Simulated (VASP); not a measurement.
A run of VASP 6.6.1:

Contents of INCAR:

```
PREC = Accurate ; ENCUT = 520
EDIFF = 1E-6 ; ISMEAR = 1
SIGMA = 0.1 ; LREAL = F
LASPH = T ; NELM = 100
ALGO = Normal ; ISIF = 2
LWAVE = F ; LCHARG = F
GGA = PS ; NBANDS = 36
```

File KPOINTS:

```
regular mesh
0
Gamma
  6 6 6
```

POSCAR

```
HfRh3
1.0
    3.9877057485      0.0000000000      0.0000000000
    0.0000000000      3.9877057485      0.0000000000
    0.0000000000      0.0000000000      3.9877057485
Hf Rh
1 3
Direct
    0.0000000000      0.0000000000      0.0000000000
    0.0000000000      0.5000000000      0.5000000000
    0.5000000000      0.0000000000      0.5000000000
    0.5000000000      0.5000000000      0.0000000000
```

Potentials or basis: VASP PAW PBE potentials, release 64 (Hf_pv, Rh_pv).

Run with:

```bash
$ cat potpaw_PBE.64/Hf_pv/POTCAR potpaw_PBE.64/Rh_pv/POTCAR > POTCAR
$ mpirun -np 1 vasp_std > vasp.out
```

Hardware: 1 thread of Intel(R) Xeon(R) Platinum 8488C (Sapphire Rapids) (shared host).

Q: How long does it take, and how much memory?

A: Wall time 32 s on 1 thread of Intel(R) Xeon(R) Platinum 8488C (Sapphire Rapids), on a shared host, peak memory 0.18 GiB. Counts: scf iterations 14, k points 20.
